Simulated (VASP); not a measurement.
A run of VASP 6.6.1 is set up as follows.

File INCAR:

```
ALGO = Normal ; EDIFF = 1E-6
EDIFFG = -0.01 ; ENCUT = 600
GGA = CA ; IBRION = 2
ISIF = 3 ; ISMEAR = -1
LASPH = True ; LCHARG = False
LREAL = False ; LWAVE = False
NELM = 80 ; NSW = 80
PREC = Accurate ; SIGMA = 0.1
```

KPOINTS

```
k-points
0
Gamma
  10 10 10
```

POSCAR

```
Si2Mo
1.0
   -1.6000000000      1.6000000000      3.9305000000
    1.6000000000     -1.6000000000      3.9305000000
    1.6000000000      1.6000000000     -3.9305000000
Si Mo
2 1
Direct
    0.3330000000      0.3330000000      0.0000000000
    0.6670000000      0.6670000000      0.0000000000
    0.0000000000      0.0000000000      0.0000000000
```

Potentials or basis: VASP PAW LDA potentials, release 64 (Si, Mo_sv).

Launch:

```bash
$ cat potpaw_LDA.64/Si/POTCAR potpaw_LDA.64/Mo_sv/POTCAR > POTCAR
$ mpirun -np 1 vasp_std > vasp.out
```

What does it give for the band gap on the k mesh?

Zero (band 11 reaches 13.02 eV, above the bottom of band 12 at 12.09 eV).

Predict the relaxed volume.

13.10 Å³/atom.

Predict the relaxed cell.

a = 4.494 Å, b = 4.494 Å, c = 4.494 Å, α = 138.60°, β = 138.60°, γ = 59.99°.

What does it give for the space group after relaxing (to 0.05 Å)?

I4/mmm (No. 139).

Final structure:
```
Si Mo
1.0
    -1.58869    1.58869    3.89245
     1.58869   -1.58869    3.89245
     1.58869    1.58869   -3.89245
Si Mo
2 1
Direct
  0.33525 0.33525 0.00000
  0.66475 0.66475 0.00000
  0.00000 0.00000 0.00000
```

LDA usually gives volumes a few per cent too small. Zero-point motion and thermal expansion aren't in these numbers.
